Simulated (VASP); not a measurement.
# TiO2 (Pmma) in VASP: a series of runs

Runs on TiO2. Level: PBE. Tasks: single point.

Everything below comes from runs of VASP 6.6.1. Logs are shortened: lines on timing, memory, paths and dates and some standing lists are left out, and cuts for length are marked.

## (1) The cell of the first run

It takes space group Pmma (No. 51, orthorhombic). The conventional cell has a = 3.799 Å, b = 3.799 Å, c = 14.197 Å, α = 90.00°, β = 90.00°, γ = 90.00°. Within 2.6 Å of Ti (site symmetry mm2) lie 6 O at 1.95 to 2.00 Å. Ti (site symmetry mm2) has 5 O at 1.95 to 2.00 Å within 2.6 Å. Within 2.6 Å of O (site symmetry mm2) lie 3 Ti at 1.95 to 2.00 Å and 2 O at 2.47 Å. O (site symmetry mm2) has 3 Ti at 1.95 to 2.00 Å and 2 O at 2.47 Å within 2.6 Å. Within 2.6 Å of O (site symmetry mm2) lie 3 Ti at 1.95 to 2.00 Å and 2 O at 2.47 Å. Within 2.6 Å of O (site symmetry mm2) lie 2 Ti at 1.95 Å.

## (2) Single point, PBE

INCAR reads:

```
ALGO     = Normal         # electronic algorithm
EDIFF    = 1E-6           # SCF threshold, eV
ENCUT    = 520            # plane-wave cutoff, eV
GGA      = PE             # functional
ISIF     = 2              # what is computed and relaxed
ISMEAR   = 0              # smearing method
LASPH    = T              # aspherical terms in the spheres
LCHARG   = F              # write CHGCAR
LREAL    = F              # projectors in reciprocal space
LWAVE    = F              # write WAVECAR
NBANDS   = 60             # bands
NELM     = 80             # most SCF steps
PREC     = Accurate       # precision mode
SIGMA    = 0.05           # smearing width, eV
```

KPOINTS reads:

```
k-points
0
Gamma
  7 7 3
```

POSCAR reads:

```
TiO2
1.0
   -3.7992225376      0.0000000000      0.0000000000
    0.0000000000     -3.7992225376      0.0000000000
    0.0000000000      0.0000000000     14.1968968543
Ti O
4 8
Direct
    0.0000000000      1.0000000000      0.4268933272
    0.5000000000      0.5000000000      0.0853786654
    0.5000000000      0.0000000000      0.2561359963
    0.0000000000      0.5000000000      0.5976506581
    0.0000000000      0.0000000000      0.5679434766
    0.5000000000      0.5000000000      0.2264288148
    0.5000000000      0.0000000000      0.3971861457
    0.0000000000      0.5000000000      0.0556714839
    0.5000000000      0.0000000000      0.1150858470
    0.0000000000      0.5000000000      0.4566005087
    0.0000000000      0.0000000000      0.2858431778
    0.5000000000      0.5000000000      0.6273578396
```

Potentials or basis: VASP PAW PBE potentials, release 64 (Ti_sv, O).

On the command line:

```bash
cat potpaw_PBE.64/Ti_sv/POTCAR potpaw_PBE.64/O/POTCAR > POTCAR
mpirun -np 1 vasp_std > vasp.out
```

OUTCAR:

```text
EDIFF = 1E-6
   ENCUT = 520
   GGA = PE
   ISIF = 2
   ISMEAR = 0
   LASPH = T
   LREAL = F
   NELM = 80
   PREC = Accurate

 ion  position               nearest neighbor table
   1  0.000  0.000  0.427-   7 1.95  10 1.95  10 1.95   7 1.95   5 2.00  11 2.00
   2  0.500  0.500  0.085-   8 1.95   8 1.95   9 1.95   9 1.95   6 2.00
   3  0.500  0.000  0.256-  11 1.95  11 1.95   6 1.95   6 1.95   9 2.00   7 2.00
   4  0.000  0.500  0.598-   5 1.95  12 1.95   5 1.95  12 1.95  10 2.00
   5  0.000  0.000  0.568-   4 1.95   4 1.95   1 2.00
   6  0.500  0.500  0.226-   3 1.95   3 1.95   2 2.00
   7  0.500  0.000  0.397-   1 1.95   1 1.95   3 2.00
   8  0.000  0.500  0.056-   2 1.95   2 1.95
   9  0.500  0.000  0.115-   2 1.95   2 1.95   3 2.00
  10  0.000  0.500  0.457-   1 1.95   1 1.95   4 2.00
  11  0.000  0.000  0.286-   3 1.95   3 1.95   1 2.00
  12  0.500  0.500  0.627-   4 1.95   4 1.95

  LATTYP: Found a simple tetragonal cell.
 ALAT       =     3.7992225376
 C/A-ratio  =     3.7367900179

  Lattice vectors:

 A1 = (  -3.7992225376,   0.0000000000,   0.0000000000)
 A2 = (   0.0000000000,  -3.7992225376,   0.0000000000)
 A3 = (   0.0000000000,   0.0000000000,  14.1968968543)

Analysis of symmetry for initial positions (statically):
=====================================================================
 Subroutine PRICEL returns:
 Original cell was already a primitive cell.

 Routine SETGRP: Setting up the symmetry group for a
 simple tetragonal supercell.

 Subroutine GETGRP returns: Found  8 space group operations
 (whereof  4 operations were pure point group operations)
 out of a pool of 16 trial point group operations.

The static configuration has the point symmetry C_2v.
 The point group associated with its full space group is D_2h.

Analysis of symmetry for dynamics (positions and initial velocities):
=====================================================================
 Subroutine PRICEL returns:
 Original cell was already a primitive cell.

 Routine SETGRP: Setting up the symmetry group for a
 simple tetragonal supercell.

 Subroutine GETGRP returns: Found  8 space group operations
 (whereof  4 operations were pure point group operations)
 out of a pool of 16 trial point group operations.

The dynamic configuration has the point symmetry C_2v.
 The point group associated with its full space group is D_2h.

[... 127 lines left out ...]
   TEBEG  =    0.0;   TEEND  =   0.0 temperature during run
   PSTRESS=    0.0 pullay stress
   NELECT =      96.0000    total number of electrons
   NUPDOWN=      -1.0000    fix difference up-down
   EMIN   =  10.00;   EMAX   =-10.00  energy-range for DOS
   EFERMI =   0.00;   METHOD = LEGACY
   ISMEAR =     0;   SIGMA  =   0.05  broadening in eV -4-tet -1-fermi 0-gaus
   EFERMI_NEDOS =   21; number of points for ismear=-14 and -15
   IALGO  =     38    algorithm
   IMIX   =      4    mixing-type and parameters
     AMIX     =   0.40;   BMIX     =  1.00
     AMIX_MAG =   1.60;   BMIX_MAG =  1.00
  volume/ion in A,a.u.               =      17.08       115.24
  Fermi-wavevector in a.u.,A,eV,Ry     =   1.271465  2.402720 21.995481  1.616622
  Thomas-Fermi vector in A             =   2.404396
   LORBIT       =      0    0 simple, 1 ext, 2 COOP (PROOUT), +10 PAW based schemes
   GGA     = PE    functional components
   LHFCALC =     F    Hartree Fock is set to
   AEXX    =    0.0000 exact exchange contribution
   IVDW    =     0    specifies the selected vdW correction
   LEPSILON=     F    determine dielectric tensor
   LRPA    =     F    only Hartree local field effects (RPA)
 non-spin polarized calculation
 Gauss-broadening in eV      SIGMA  =   0.05
  energy-cutoff  :      520.00
  volume of cell :      204.92
 maximum number of plane-waves:      5542
   NGX = 15   NGY = 15   NGZ = 53

 number of electron      95.9999984 magnetization

 Free energy of the ion-electron system (eV)
  ---------------------------------------------------
  ext. energy  EPLUGINS =         0.00000000
  ---------------------------------------------------
  free energy    TOTEN  =      -105.78984052 eV

  energy without entropy =     -105.78984052  energy(sigma->0) =     -105.78984052

 E-fermi :   0.9077     XC(G=0):  -8.0587

 val. band max:        0.5927258872   @ k =   0.4286   0.4286   0.3333
 cond. band min:       2.2443476953   @ k =   0.0000   0.0000   0.0000
 fundamental gap:      1.6516218081
 Fermi energy:         0.9076630199

 k-point     1 :       0.0000    0.0000    0.0000
  band No.  band energies     occupation
      1     -56.4171      2.00000
      2     -56.3918      2.00000
      3     -56.2838      2.00000
      4     -56.2835      2.00000
      5     -32.8159      2.00000
      6     -32.7202      2.00000
[... 1501 lines left out ...]
     59       3.8571      0.00000
     60       3.9428      0.00000

 [... further k-points ...]

------------------------ aborting loop because EDIFF is reached ----------------------------------------

  FORCE on cell =-STRESS in cart. coord.  units (eV):
  Direction    XX          YY          ZZ          XY          YZ          ZX
  --------------------------------------------------------------------------------------
  -------------------------------------------------------------------------------------
  Total      -14.9523616      1.3205301     -2.5521591      0.0000000      0.0000000      0.0000000
  in kB     -116.9061833     10.3246660    -19.9542508      0.0000000      0.0000000      0.0000000
  external PRESSURE =     -42.1785894 kB  Pullay stress =       0.0000000 kB

 VOLUME and BASIS-vectors are now :
 -----------------------------------------------------------------------------
  energy-cutoff  :      520.00
  volume of cell :      204.92
      direct lattice vectors                 reciprocal lattice vectors
    -3.799222538  0.000000000  0.000000000    -0.263211747  0.000000000  0.000000000
     0.000000000 -3.799222538  0.000000000     0.000000000 -0.263211747  0.000000000
     0.000000000  0.000000000 14.196896854     0.000000000  0.000000000  0.070437928

 POSITION                                       TOTAL-FORCE (eV/Angst)
 -----------------------------------------------------------------------------------
      0.00000      0.00000      6.06056         0.000000      0.000000      0.174377
     -1.89961     -1.89961      1.21211         0.000000      0.000000      1.345124
     -1.89961      0.00000      3.63634         0.000000      0.000000     -0.174377
      0.00000     -1.89961      8.48478         0.000000      0.000000     -1.345124
      0.00000      0.00000      8.06303         0.000000      0.000000      0.163993
     -1.89961     -1.89961      3.21459         0.000000      0.000000     -0.544801
     -1.89961      0.00000      5.63881         0.000000      0.000000     -0.113231
      0.00000     -1.89961      0.79036         0.000000      0.000000     -0.538631
     -1.89961      0.00000      1.63386         0.000000      0.000000     -0.163993
      0.00000     -1.89961      6.48231         0.000000      0.000000      0.544801
      0.00000      0.00000      4.05809         0.000000      0.000000      0.113231
     -1.89961     -1.89961      8.90653         0.000000      0.000000      0.538631
 -----------------------------------------------------------------------------------
    total drift:                               -0.000000     -0.000000     -0.000339

  FREE ENERGIE OF THE ION-ELECTRON SYSTEM (eV)
  ---------------------------------------------------
  free  energy   TOTEN  =      -105.7898405200 eV

  energy  without entropy=     -105.7898405200  energy(sigma->0) =     -105.78984052
```

OSZICAR:

```text
N       E                     dE             d eps       ncg     rms          rms(c)
DAV:   1     0.144493957103E+04    0.14449E+04   -0.48520E+04  3976   0.173E+03
DAV:   2     0.145924612177E+03   -0.12990E+04   -0.12361E+04  4140   0.535E+02
DAV:   3    -0.119339311003E+03   -0.26526E+03   -0.25994E+03  4996   0.224E+02
DAV:   4    -0.140772639478E+03   -0.21433E+02   -0.21389E+02  6008   0.661E+01
[... 10 lines left out ...]
DAV:  15    -0.105789823422E+03   -0.19988E-03   -0.17003E-03  5308   0.209E-01    0.586E-02
DAV:  16    -0.105789855356E+03   -0.31935E-04   -0.44125E-04  5096   0.113E-01    0.302E-02
DAV:  17    -0.105789840609E+03    0.14747E-04   -0.10471E-04  5620   0.521E-02    0.832E-03
DAV:  18    -0.105789840526E+03    0.83364E-07   -0.14054E-05  4752   0.216E-02    0.419E-03
DAV:  19    -0.105789840520E+03    0.60390E-08   -0.13494E-06  3036   0.792E-03
   1 F= -.10578984E+03 E0= -.10578984E+03  d E =-.135247E-19
```

stdout:

```text
POSCAR found type information on POSCAR TiO
 POSCAR found :  2 types and      12 ions
 scaLAPACK will be used
 LDA part: xc-table for (Slater+PW92), standard interpolation
 POSCAR, INCAR and KPOINTS ok, starting setup
 FFT: planning ... GRIDC
 FFT: planning ... GRID_SOFT
 FFT: planning ... GRID
 WAVECAR not read
 entering main loop
```

Wall time 6.2 min (1 thread of Intel Xeon Platinum 8375C at 2.90GHz (Ice Lake), shared host); peak memory 0.44 GiB.

What came out:

* Free energy: -105.7898 eV
* Pressure: -4.2 GPa
* Largest force: 1.345 eV/Å
* Band gap on the k mesh: 1.65 eV, indirect (least direct gap 2.07 eV)

Forces on the atoms (eV/Å):
```
Ti   0.000  0.000  0.174
Ti   0.000  0.000  1.345
Ti   0.000  0.000 -0.174
Ti   0.000  0.000 -1.345
O    0.000  0.000  0.164
O    0.000  0.000 -0.545
O    0.000  0.000 -0.113
O    0.000  0.000 -0.539
O    0.000  0.000 -0.164
O    0.000  0.000  0.545
O    0.000  0.000  0.113
O    0.000  0.000  0.539
```

Stress tensor (GPa, compression positive):
```
-11.69   0.00   0.00
  0.00   1.03   0.00
  0.00   0.00  -2.00
```

Caveat: forces of over 1 eV/Å act on the atoms, so gaps and moduli don't describe the material at rest. A k mesh can miss the band edges.

## (3) Single point, PBE

This run uses another cell than the first one, of 18.88 Å³/atom, 1.106 times its volume.

INCAR reads:

```
SYSTEM = TiO2
PREC = Accurate
ENCUT = 520
EDIFF = 1E-7
ISMEAR = 0
SIGMA = 0.05
LREAL = .False.
LASPH = .True.
NELM = 80
ALGO = Normal
ISIF = 2
LWAVE = .False.
LCHARG = .False.
GGA = PE
NBANDS = 60
```

KPOINTS reads:

```
Automatic mesh
0
Gamma
  7 7 3
  0 0 0
```

POSCAR reads:

```
TiO2
1.0
   -3.7992225376      0.0000000000      0.0000000000
    0.0000000000     -3.7992225376      0.0000000000
    0.0000000000      0.0000000000     15.6968968543
Ti O
4 8
Direct
    0.0000000000      1.0000000000      0.3860992775
    0.5000000000      0.5000000000      0.0772198555
    0.5000000000      0.0000000000      0.2316595665
    0.0000000000      0.5000000000      0.5405389885
    0.0000000000      0.0000000000      0.5136706338
    0.5000000000      0.5000000000      0.2047912118
    0.5000000000      0.0000000000      0.3592309228
    0.0000000000      0.5000000000      0.0503515008
    0.5000000000      0.0000000000      0.1040882102
    0.0000000000      0.5000000000      0.4129676321
    0.0000000000      0.0000000000      0.2585279211
    0.5000000000      0.5000000000      0.5674073431
```

Potentials or basis: VASP PAW PBE potentials, release 64 (Ti_sv, O).

On the command line:

```bash
cat potpaw_PBE.64/Ti_sv/POTCAR potpaw_PBE.64/O/POTCAR > POTCAR
mpirun -np 1 vasp_std > vasp.out
```

Run time: 6.2 min. Hardware: 1 thread of Intel Xeon 6975P-C (Granite Rapids), shared host; peak memory 0.48 GiB.

Results (log left out):

* Free energy: -105.7895 eV
* Pressure: -3.8 GPa
* Largest force: 1.348 eV/Å
* Band gap on the k mesh: 1.65 eV, indirect (least direct gap 2.07 eV)

Forces in eV/Å, atoms in the order of the input:
```
Ti   0.000  0.000  0.174
Ti   0.000  0.000  1.348
Ti   0.000  0.000 -0.174
Ti   0.000  0.000 -1.348
O    0.000  0.000  0.165
O    0.000  0.000 -0.545
O    0.000  0.000 -0.113
O    0.000  0.000 -0.538
O    0.000  0.000 -0.165
O    0.000  0.000  0.545
O    0.000  0.000  0.113
O    0.000  0.000  0.538
```

Stress tensor (GPa, compression positive):
```
-10.59   0.00   0.00
  0.00   0.93   0.00
  0.00   0.00  -1.80
```

Levels at points of the mesh, in eV from the valence-band top:
```tsv
k point	band 46	band 47	band 48	band 49	band 50	band 51
(0.00, 0.00, 0.00)	-0.65	-0.44	-0.42	1.65	1.91	2.19
```

Caveat: forces of over 1 eV/Å act on the atoms, so gaps and moduli don't describe the material at rest. A k mesh can miss the band edges.

## (4) Single point, PBE

This run uses another cell than the first one, of 12.87 Å³/atom, 0.753 times its volume.

INCAR reads:

```
ALGO     = Normal         # electronic algorithm
EDIFF    = 1E-6           # SCF threshold, eV
ENCUT    = 520            # plane-wave cutoff, eV
GGA      = PE             # functional
ISIF     = 2              # what is computed and relaxed
ISMEAR   = 0              # smearing method
LASPH    = True           # aspherical terms in the spheres
LCHARG   = True           # write CHGCAR
LELF     = True           # ELF
LREAL    = False          # projectors in reciprocal space
LVHAR    = True         
LWAVE    = False          # write WAVECAR
NBANDS   = 60             # bands
NELM     = 60             # most SCF steps
PREC     = Accurate       # precision mode
SIGMA    = 0.05           # smearing width, eV
```

KPOINTS reads:

```
k-points
0
Gamma
  7 7 3
```

POSCAR reads:

```
TiO2
1.0
   -3.7992225376      0.0000000000      0.0000000000
    0.0000000000     -3.7992225376      0.0000000000
    0.0000000000      0.0000000000     10.6968968543
Ti O
4 8
Direct
    0.0000000000      1.0000000000      0.5665718401
    0.5000000000      0.5000000000      0.1133143680
    0.5000000000      0.0000000000      0.3399431041
    0.0000000000      0.5000000000      0.7932005761
    0.0000000000      0.0000000000      0.7537732733
    0.5000000000      0.5000000000      0.3005158012
    0.5000000000      0.0000000000      0.5271445372
    0.0000000000      0.5000000000      0.0738870652
    0.5000000000      0.0000000000      0.1527416709
    0.0000000000      0.5000000000      0.6059991429
    0.0000000000      0.0000000000      0.3793704069
    0.5000000000      0.5000000000      0.8326278790
```

On the command line:

```bash
cat potpaw_PBE.64/Ti_sv/POTCAR potpaw_PBE.64/O/POTCAR > POTCAR
mpirun -np 1 vasp_std > vasp.out
```

Wall time 7.7 min (1 thread of Oxide Virtual Turin-like, shared host); peak memory 0.33 GiB.

The run converged. Its results:

```yaml
Free_energy: -106.3133 eV
Pressure: -5.6 GPa
Largest_force: 0.739 eV/Å
Band_gap_on_the_k_mesh: 1.70 eV, indirect (least direct gap 2.02 eV)
```

Forces in eV/Å, atoms in the order of the input:
```
Ti   0.000  0.000  0.174
Ti   0.000  0.000  0.534
Ti   0.000  0.000 -0.174
Ti   0.000  0.000 -0.534
O    0.000  0.000  0.081
O    0.000  0.000 -0.527
O    0.000  0.000 -0.093
O    0.000  0.000 -0.739
O    0.000  0.000 -0.081
O    0.000  0.000  0.527
O    0.000  0.000  0.093
O    0.000  0.000  0.739
```

Stress tensor (GPa, compression positive):
```
-12.35   0.00   0.00
  0.00   1.10   0.00
  0.00   0.00  -5.44
```

Levels at points of the mesh, in eV from the valence-band top:
| k point | band 45 | band 46 | band 47 | band 48 | band 49 | band 50 | band 51 | band 52 |
| --- | --- | --- | --- | --- | --- | --- | --- | --- |
| (0.00, 0.00, 0.00) | -0.77 | -0.64 | -0.59 | -0.32 | 1.70 | 1.95 | 2.19 | 2.30 |

(Part 1 of 2 ends here.)
